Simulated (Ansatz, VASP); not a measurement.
# BN: VASP beside Ansatz

```
B N
1.0
     2.50652    0.00000    0.00000
    -1.25326    2.17071    0.00000
     0.00000    0.00000    6.61783
B N
2 2
Cartesian
  0.0000 1.4471 1.6545
  1.2533 0.7236 4.9634
  1.2533 0.7236 1.6545
  0.0000 1.4471 4.9634
```

Alike in both runs: functional PBE; dispersion D3(BJ); k mesh 12 × 12 × 4; no spin polarisation.

Ansatz relaxed the structure, and its values are those at the end. VASP's run is a single point on that final structure, the one shown.

|  | VASP | Ansatz |
| --- | --- | --- |
| version | VASP 6.6.1 | Ansatz 0.2.0 |
| potentials or method | VASP PAW PBE potentials, release 64 (B, N), cutoff 520 eV | scalar-relativistic, plane waves, PAW |
| occupations | gaussian, width 0.01 eV | fixed |
| valence electrons in the cell | 16 | 16 |

```csv
,VASP,Ansatz,Ansatz less VASP
gap on the k mesh at the Fermi level (eV),4.27,4.27,+0.007
least direct gap on the mesh (eV),4.63,4.64,+0.003
pressure (GPa),0.0,0.0,-0.05
```
